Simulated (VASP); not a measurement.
Here is a VASP 6.6.1 calculation.

Contents of INCAR:

```
ALGO     = Normal         # electronic algorithm
EDIFF    = 1E-8           # SCF threshold, eV
ENCUT    = 520            # plane-wave cutoff, eV
GGA      = PS             # functional
IBRION   = 8              # ionic algorithm
ISIF     = 2              # what is computed and relaxed
ISMEAR   = -1             # smearing method
LASPH    = True           # aspherical terms in the spheres
LCHARG   = False          # write CHGCAR
LREAL    = False          # projectors in reciprocal space
LWAVE    = False          # write WAVECAR
NBANDS   = 18             # bands
NELM     = 60             # most SCF steps
NSW      = 1              # ionic steps
PREC     = Accurate       # precision mode
SIGMA    = 0.15           # smearing width, eV
```

KPOINTS

```
k-points
0
Gamma
  12 12 8
```

File POSCAR:

```
PtSe2
1.0
    3.6948338386      0.0000000000      0.0000000000
   -1.8474169193      3.1998199670      0.0000000000
    0.0000000000      0.0000000000      4.4362399595
Pt Se
1 2
Direct
    0.0000000000      0.0000000000      0.0000000000
    0.3333333333      0.6666666667      0.2822136036
    0.6666666667      0.3333333333      0.7177863964
```

Potentials or basis: VASP PAW PBE potentials, release 64 (Pt, Se).

Launch:

```console
$ cat potpaw_PBE.64/Pt/POTCAR potpaw_PBE.64/Se/POTCAR > POTCAR
$ mpirun -np 1 vasp_std > vasp.out
```

(1) What does it give for the highest phonon frequency at Γ, LO-TO splitting left out?

## Answers

(1) 238 cm⁻¹.

Caveat: the cell stands under pressure or tension, which shifts response properties.
